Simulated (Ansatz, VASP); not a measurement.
**SnO2: VASP beside Ansatz**

The input INCAR:

```
ALGO = Normal ; EDIFF = 1E-6
ENCUT = 520 ; GGA = PS
ISIF = 2 ; ISMEAR = 0
LASPH = True ; LCHARG = True
LELF = True ; LREAL = False
LVHAR = True ; LWAVE = False
NBANDS = 64 ; NELM = 60
PREC = Accurate ; SIGMA = 0.05
```

Contents of KPOINTS:

```
k-points
0
Gamma
  6 6 6
```

Contents of POSCAR:

```
SnO2
1.0
    3.5429375325      2.0455159381      4.0609149997
   -3.5429375325      2.0455159381      4.0609149997
    0.0000000000     -4.0910318762      4.0609149998
Sn O
4 8
Direct
    0.8646807174      0.8646807174      0.8646807174
    0.3648245829      0.3648245829      0.8648190111
    0.3648245829      0.8648190111      0.3648245829
    0.8648190111      0.3648245829      0.3648245829
    0.1235003534      0.6233501671      0.6233501671
    0.6233501671      0.1235003534      0.6233501671
    0.6233501671      0.6233501671      0.1235003534
    0.6062113146      0.6062113146      0.6062113146
    0.1234715296      0.1234715296      0.1234715296
    0.1060883083      0.1060883083      0.6062369573
    0.1060883083      0.6062369573      0.1060883083
    0.6062369573      0.1060883083      0.1060883083
```

Input for Ansatz:

```yaml
crystal:
  lattice:
    - [3.5429375325, 2.0455159381, 4.0609149997]
    - [-3.5429375325, 2.0455159381, 4.0609149997]
    - [0.0, -4.0910318762, 4.0609149998]
  atoms:
    - { symbol: Sn, position: [0.8646807174, 0.8646807174, 0.8646807174] }
    - { symbol: Sn, position: [0.3648245829, 0.3648245829, 0.8648190111] }
    - { symbol: Sn, position: [0.3648245829, 0.8648190111, 0.3648245829] }
    - { symbol: Sn, position: [0.8648190111, 0.3648245829, 0.3648245829] }
    - { symbol: O, position: [0.1235003534, 0.6233501671, 0.6233501671] }
    - { symbol: O, position: [0.6233501671, 0.1235003534, 0.6233501671] }
    - { symbol: O, position: [0.6233501671, 0.6233501671, 0.1235003534] }
    - { symbol: O, position: [0.6062113146, 0.6062113146, 0.6062113146] }
    - { symbol: O, position: [0.1234715296, 0.1234715296, 0.1234715296] }
    - { symbol: O, position: [0.1060883083, 0.1060883083, 0.6062369573] }
    - { symbol: O, position: [0.1060883083, 0.6062369573, 0.1060883083] }
    - { symbol: O, position: [0.6062369573, 0.1060883083, 0.1060883083] }
basis:
  ecutwfc: 520.0
kpoints:
  mp_grid: { grid: [6, 6, 6] }
hamiltonian:
  xc: pbesol
  pseudopotentials: { kind: paw, azcp: { folder: soft_1 } }
scf:
  occupations: { method: gaussian, width: 0.05 }
output:
  forces: true
  stress: true
  eigenvalues: true
  write_density: true
  write_potential: true
  elf: true
  volumetric_format: npy
```

Alike in both runs: task single point; functional PBEsol; k mesh 6 × 6 × 6; occupations gaussian, width 0.05 eV; no spin polarisation.

```csv
,VASP,Ansatz
version,VASP 6.6.1,Ansatz 0.2.0
potentials or method,"VASP PAW PBE potentials, release 64 (Sn_d, O), cutoff 520 eV","scalar-relativistic, plane waves, PAW"
valence electrons in the cell,104,104
```

|  | VASP | Ansatz | Ansatz less VASP |
| --- | --- | --- | --- |
| gap on the k mesh at the Fermi level (eV) | 0.06 | 0.06 | +0.001 |
| least direct gap on the mesh (eV) | 0.13 | 0.14 | +0.001 |
| pressure (GPa) | -21.1 | -21.4 | -0.35 |
| traceless stress, the component that is largest in VASP (GPa) | 12.23 | 12.58 | +0.358 |
| rms of the force components (eV/Å) | 0.233 | 0.248 | +0.0143 |

VASP's potentials were made for PBE, not for PBEsol, and Ansatz warns of the same on its side. Atom by atom the forces differ by 0.014 eV/Å (rms over components).
